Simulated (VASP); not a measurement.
# SrO (I4/mmm) in VASP: settings compared, part 2 of 2

VASP 6.6.1. Earlier steps stand in the parts before.

## 4. Single point, r2SCAN (uniaxial z strain -1.0%)

File POSCAR:

```
SrO
1.0
    0.0000000000      2.5798923265      2.5540934032
    2.5798923265      0.0000000000      2.5540934032
    2.5798923265      2.5798923265      0.0000000000
Sr O
1 1
Direct
    0.0000000000      0.0000000000      0.0000000000
    0.5000000000      0.5000000000      0.5000000000
```

File INCAR.step1:

```
ALGO = Normal
EDIFF = 1E-4
ENCUT = 520
GGA = PE
ISMEAR = 0
LASPH = True
LCHARG = False
LREAL = False
LWAVE = True
NBANDS = 15
NELM = 80
PREC = Accurate
SIGMA = 0.01
```

File INCAR.step2:

```
ALGO = Normal
EDIFF = 1E-7
ENCUT = 520
ISIF = 2
ISMEAR = 0
ISTART = 1
LASPH = True
LCHARG = False
LMIXTAU = True
LREAL = False
LWAVE = False
METAGGA = R2SCAN
NBANDS = 15
NELM = 80
PREC = Accurate
SIGMA = 0.01
```

File KPOINTS:

```
k-points
0
Gamma
  8 8 8
```

Potentials or basis: VASP PAW PBE potentials, release 64 (Sr_sv, O).

On the command line:

```console
> cat potpaw_PBE.64/Sr_sv/POTCAR potpaw_PBE.64/O/POTCAR > POTCAR
> cp INCAR.step1 INCAR
> mpirun -np 1 vasp_std > vasp.out
> cp INCAR.step2 INCAR
> mpirun -np 1 vasp_std > vasp.out
```

OUTCAR:

```text
EDIFF = 1E-7
   ENCUT = 520
   ISIF = 2
   ISMEAR = 0
   ISTART = 1
   LASPH = True
   LREAL = False
   METAGGA = R2SCAN
   NELM = 80
   PREC = Accurate

 ion  position               nearest neighbor table
   1  0.000  0.000  0.000-   2 2.55   2 2.55   2 2.58   2 2.58   2 2.58   2 2.58
   2  0.500  0.500  0.500-   1 2.55   1 2.55   1 2.58   1 2.58   1 2.58   1 2.58

  LATTYP: Found a body centered tetragonal cell.
 ALAT       =     3.6485187176
 C/A-ratio  =     1.4000714267

  Lattice vectors:

 A1 = (   0.0000000000,  -2.5798923265,  -2.5540934032)
 A2 = (   0.0000000000,   2.5798923265,  -2.5540934032)
 A3 = (   2.5798923265,   0.0000000000,   2.5540934032)

Analysis of symmetry for initial positions (statically):
=====================================================================
 Subroutine PRICEL returns:
 Original cell was already a primitive cell.

 Routine SETGRP: Setting up the symmetry group for a
 body centered tetragonal supercell.

 Subroutine GETGRP returns: Found 16 space group operations
 (whereof 16 operations were pure point group operations)
 out of a pool of 16 trial point group operations.

The static configuration has the point symmetry D_4h.

Analysis of symmetry for dynamics (positions and initial velocities):
=====================================================================
 Subroutine PRICEL returns:
 Original cell was already a primitive cell.

 Routine SETGRP: Setting up the symmetry group for a
 body centered tetragonal supercell.

 Subroutine GETGRP returns: Found 16 space group operations
 (whereof 16 operations were pure point group operations)
 out of a pool of 16 trial point group operations.

The dynamic configuration has the point symmetry D_4h.

 Subroutine INISYM returns: Found 16 space group operations
 (whereof 16 operations are pure point group operations),
 and found     1 'primitive' translations

----------------------------------------------------------------------------------------

                                     Primitive cell

  volume of cell :      33.9993

  direct lattice vectors                    reciprocal lattice vectors
     0.000000000  2.579892326  2.554093403    -0.193806538  0.193806538  0.195764180
     2.579892326  0.000000000  2.554093403     0.193806538 -0.193806538  0.195764180
     2.579892326  2.579892326  0.000000000     0.193806538  0.193806538 -0.195764180

  length of vectors
     3.630321959  3.630321959  3.648518718     0.336816808  0.336816808  0.336816808

  position of ions in fractional coordinates (direct lattice)
     0.000000000  0.000000000  0.000000000
     0.500000000  0.500000000  0.500000000

  ion indices of the primitive-cell ions
   primitive index   ion index
                 1           1
                 2           2

----------------------------------------------------------------------------------------

 KPOINTS: k-points

Automatic generation of k-mesh.
 Grid dimensions read from file:
 generate k-points for:    8    8    8

 Generating k-lattice:

  Cartesian coordinates                     Fractional coordinates (reciprocal lattice)
    -0.024225817  0.024225817  0.024470522     0.125000000  0.000000000  0.000000000
[... 42 lines left out ...]
   number of dos      NEDOS =    301   number of ions     NIONS =      2
   total plane-waves  NPLWV =  21952
   dimension x,y,z NGX =    28 NGY =   28 NGZ =   28
   dimension x,y,z NGXF=    56 NGYF=   56 NGZF=   56
   ions per type =               1   1
   NGX,Y,Z   is equivalent  to a cutoff of  12.82, 12.82, 12.76 a.u.
   NGXF,Y,Z  is equivalent  to a cutoff of  25.64, 25.64, 25.52 a.u.
 SYSTEM =  unknown system
   PREC   = accura    normal or accurate (medium, high low for compatibility)
   ISTART =      1    job   : 0-new  1-cont  2-samecut
   ICHARG =      0    charge: 1-file 2-atom 10-const
   ISPIN  =      1    spin polarized calculation?
   LNONCOLLINEAR =      F non collinear calculations
   LSORBIT =      F    spin-orbit coupling
   LASPH  =      T    aspherical Exc in radial PAW
   ENCUT  =  520.0 eV  38.22 Ry    6.18 a.u.   6.75  6.75  6.78*2*pi/ulx,y,z
   NELM   =     80;   NELMIN=  2; NELMDL=  0     # of ELM steps
   EDIFF  = 0.1E-06   stopping-criterion for ELM
   LREAL  =      F    real-space projection
   EDIFFG = 0.1E-05   stopping-criterion for IOM
   NSW    =      0    number of steps for IOM
   IBRION =     -1    ionic relax: 0-MD 1-quasi-New 2-CG
   NFREE  =      0    steps in history (QN), initial steepest desc. (CG)
   ISIF   =      2    stress and relaxation
   ISYM   =      2    0-nonsym 1-usesym 2-fastsym
   POTIM  = 0.5000    time-step for ionic-motion
   TEBEG  =    0.0;   TEEND  =   0.0 temperature during run
   PSTRESS=    0.0 pullay stress
   NELECT =      16.0000    total number of electrons
   NUPDOWN=      -1.0000    fix difference up-down
   EMIN   =  10.00;   EMAX   =-10.00  energy-range for DOS
   EFERMI =   0.00;   METHOD = LEGACY
   ISMEAR =     0;   SIGMA  =   0.01  broadening in eV -4-tet -1-fermi 0-gaus
   EFERMI_NEDOS =   21; number of points for ismear=-14 and -15
   IALGO  =     38    algorithm
   IMIX   =      4    mixing-type and parameters
     AMIX     =   0.40;   BMIX     =  1.00
     AMIX_MAG =   1.60;   BMIX_MAG =  1.00
  volume/ion in A,a.u.               =      17.00       114.72
  Fermi-wavevector in a.u.,A,eV,Ry     =   1.273380  2.406340 22.061817  1.621498
  Thomas-Fermi vector in A             =   2.406207
   LORBIT       =      0    0 simple, 1 ext, 2 COOP (PROOUT), +10 PAW based schemes
   METAGGA = R2SCAN    functional components
   LHFCALC =     F    Hartree Fock is set to
   AEXX    =    0.0000 exact exchange contribution
   IVDW    =     0    specifies the selected vdW correction
   LEPSILON=     F    determine dielectric tensor
   LRPA    =     F    only Hartree local field effects (RPA)
 non-spin polarized calculation
 Gauss-broadening in eV      SIGMA  =   0.01
  energy-cutoff  :      520.00
  volume of cell :       34.00
 maximum number of plane-waves:       934
   NGX = 13   NGY = 13   NGZ = 13

 number of electron      15.9999997 magnetization

 Free energy of the ion-electron system (eV)
  ---------------------------------------------------
  ext. energy  EPLUGINS =         0.00000000
  ---------------------------------------------------
  free energy    TOTEN  =       -27.05214715 eV

  energy without entropy =      -27.05214715  energy(sigma->0) =      -27.05214715

 E-fermi :   1.5238     XC(G=0): -10.5843

 val. band max:        1.3647037465   @ k =   0.0000   0.0000   0.0000
 cond. band min:       5.0566803468   @ k =   0.5000   0.5000   0.0000
 fundamental gap:      3.6919766003
 Fermi energy:         1.5237957265

 k-point     1 :       0.0000    0.0000    0.0000
  band No.  band energies     occupation
      1     -32.1318      2.00000
      2     -14.6874      2.00000
      3     -13.1582      2.00000
      4     -13.1582      2.00000
      5     -13.1499      2.00000
      6       1.3284      2.00000
      7       1.3284      2.00000
      8       1.3647      2.00000
      9       5.9949      0.00000
     10       8.0933      0.00000
     11       8.0933      0.00000
     12       8.1677      0.00000
     13      10.3684      0.00000
     14      10.5117      0.00000
[... 401 lines left out ...]
      2     -15.7041      2.00000
      3     -13.2868      2.00000
      4     -13.2755      2.00000
      5     -12.4330      2.00000
      6      -0.2591      2.00000
      7       0.4999      2.00000
      8       0.6793      2.00000
      9       7.4890      0.00000
     10       9.0562      0.00000
     11      10.4483      0.00000
     12      10.6024      0.00000
     13      12.5455      0.00000
     14      13.0310      0.00000
     15      17.9291      0.00000

 [... further k-points ...]

------------------------ aborting loop because EDIFF is reached ----------------------------------------

  FORCE on cell =-STRESS in cart. coord.  units (eV):
  Direction    XX          YY          ZZ          XY          YZ          ZX
  --------------------------------------------------------------------------------------
  -------------------------------------------------------------------------------------
  Total        0.2181595      0.2181595      0.5424761      0.0000000     -0.0000000      0.0000000
  in kB       10.2805145     10.2805145     25.5635576      0.0000000     -0.0000000      0.0000000
  external PRESSURE =      15.3748622 kB  Pullay stress =       0.0000000 kB

 VOLUME and BASIS-vectors are now :
 -----------------------------------------------------------------------------
  energy-cutoff  :      520.00
  volume of cell :       34.00
      direct lattice vectors                 reciprocal lattice vectors
     0.000000000  2.579892326  2.554093403    -0.193806538  0.193806538  0.195764180
     2.579892326  0.000000000  2.554093403     0.193806538 -0.193806538  0.195764180
     2.579892326  2.579892326  0.000000000     0.193806538  0.193806538 -0.195764180

 POSITION                                       TOTAL-FORCE (eV/Angst)
 -----------------------------------------------------------------------------------
      0.00000      0.00000      0.00000         0.000000      0.000000      0.000000
      2.57989      2.57989      2.55409        -0.000000      0.000000      0.000000
 -----------------------------------------------------------------------------------
    total drift:                                0.000000      0.000000      0.000000

  FREE ENERGIE OF THE ION-ELECTRON SYSTEM (eV)
  ---------------------------------------------------
  free  energy   TOTEN  =       -27.0521471510 eV

  energy  without entropy=      -27.0521471510  energy(sigma->0) =      -27.05214715
```

OSZICAR.step1:

```text
N       E                     dE             d eps       ncg     rms          rms(c)
DAV:   1     0.688245402787E+02    0.68825E+02   -0.83635E+03  1770   0.103E+03
DAV:   2    -0.110280425650E+02   -0.79853E+02   -0.72796E+02  2428   0.221E+02
DAV:   3    -0.141777670002E+02   -0.31497E+01   -0.31336E+01  2383   0.397E+01
DAV:   4    -0.142432132455E+02   -0.65446E-01   -0.65441E-01  2196   0.535E+00
DAV:   5    -0.142443262850E+02   -0.11130E-02   -0.11130E-02  2326   0.554E-01    0.165E+01
DAV:   6    -0.121885090431E+02    0.20558E+01   -0.66608E+00  1833   0.195E+01    0.194E+01
DAV:   7    -0.120493476916E+02    0.13916E+00   -0.29511E-01  2050   0.484E+00    0.113E+01
DAV:   8    -0.120385293445E+02    0.10818E-01   -0.11790E-01  2239   0.342E+00    0.443E-01
DAV:   9    -0.120399403321E+02   -0.14110E-02   -0.57452E-03  2253   0.480E-01    0.232E-01
DAV:  10    -0.120404031608E+02   -0.46283E-03   -0.43990E-04  1973   0.196E-01    0.846E-02
DAV:  11    -0.120405472338E+02   -0.14407E-03   -0.14057E-04  1864   0.878E-02    0.276E-02
DAV:  12    -0.120405652467E+02   -0.18013E-04   -0.27022E-05  1410   0.388E-02
   1 F= -.12040565E+02 E0= -.12040565E+02  d E =-.260659E-37
```

Run time: 74 s. Hardware: 1 thread of AMD EPYC 9R45 (Zen 5), shared host; peak memory 0.15 GiB.

Results:

| Property | Result |
| --- | --- |
| Free energy | -27.0521 eV |
| Pressure | 1.5 GPa |
| Band gap on the k mesh | 3.69 eV (least direct gap 3.81 eV) |

Caveat: the cell differs from its parent crystal (uniaxial z strain -1.0%); the PAW data sets were made with another functional, which shifts forces and pressure a little.

## 5. Overview

```csv
level,cell,smearing,gap on the mesh (eV),pressure (GPa)
PBE,"a = 3.630, b = 3.630, c = 3.649 Å, angles 59.8, 59.8, 60.3°, 2 atoms",fermi-dirac 0.02 eV,3.22,3.4
PBE,"a = 3.644, b = 3.644, c = 3.630 Å, angles 60.1, 60.1, 59.8°, 2 atoms",fermi-dirac 0.02 eV,3.25,3.1
r2SCAN,"a = 3.630, b = 3.630, c = 3.649 Å, angles 59.8, 59.8, 60.3°, 2 atoms",gaussian 0.01 eV,3.69,1.5
```

Alike in all rows: task single point; potentials or basis VASP PAW PBE potentials, release 64 (Sr_sv, O); no spin polarisation; k mesh 8 × 8 × 8; cutoff (eV) 520.

Caveats: the cell stands under pressure (at least some runs); the PAW data sets were made with another functional, which shifts forces and pressure a little (at least some runs).

Absolute energies hang on the potentials; compare differences alone.
